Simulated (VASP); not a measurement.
Wanted: the native input for a VASP 6.6.1 run.

| Property | Result |
| --- | --- |
| Task | relaxation of cell and atoms |
| Functional | PBE |
| Potentials or basis | VASP PAW PBE potentials, release 64 (As, I) |
| Cutoff | 600 eV |
| k mesh | 12 × 12 × 4 |
| Occupations | gaussian, width 0.1 eV |
| Spin | no spin polarisation |
| Dipole correction | no |
| Further INCAR settings | ALGO = Normal; EDIFF = 1e-06; IBRION = 2; EDIFFG = -0.01; NSW = 100; ISIF = 3 |

The structure of As2I3 lies in POSCAR:

```
As2I3
1.0
    4.6708648828      0.0000000000      0.0000000000
   -2.3354324414      4.0450876462      0.0000000000
    0.0000000000      0.0000000000      9.6053793543
As I
2 3
Direct
    0.3333333333      0.6666666667      0.1638284928
    0.6666666667      0.3333333333      0.8361715072
    0.0000000000      0.0000000000      0.0000000000
    0.3333333333      0.6666666667      0.7041495417
    0.6666666667      0.3333333333      0.2958504583
```

The input as run:

INCAR

```
SYSTEM = As2I3
ALGO = Normal
EDIFF = 1E-6
EDIFFG = -0.01
ENCUT = 600
GGA = PE
IBRION = 2
ISIF = 3
ISMEAR = 0
LASPH = .TRUE.
LCHARG = .FALSE.
LREAL = .FALSE.
LWAVE = .FALSE.
NELM = 80
NSW = 100
PREC = Accurate
SIGMA = 0.1
```

KPOINTS

```
k-points
0
G
  12 12 4
  0 0 0
```

Potentials or basis: VASP PAW PBE potentials, release 64 (As, I).

The run is started by

```bash
$ cat potpaw_PBE.64/As/POTCAR potpaw_PBE.64/I/POTCAR > POTCAR
$ mpirun -np 1 vasp_std > vasp.out
```

It gave:

```yaml
Relaxed_volume: 36.40 Å³/atom
Relaxed_cell: a = 4.653 Å, b = 4.653 Å, c = 9.707 Å, α = 90.00°, β = 90.00°, γ = 120.00°
Space_group_after_relaxing_to_0.05_Å: P-3m1 (No. 164)
Energy_gained_by_relaxing: 0.3 meV/atom
Ionic_steps: 13
Pressure_after_relaxing: 0.0 GPa
Largest_force_after_relaxing: 0.008 eV/Å
```

Caveat: this functional lacks dispersion, which binds the layers, so the pressure and a relaxed spacing across them are unreliable; an odd number of electrons without spin polarisation forces a metal; a magnetic or distorted state may lie lower.

Wall time 22 min on 1 thread of Oxide Virtual Turin-like Processor (shared host), peak memory 0.54 GiB.
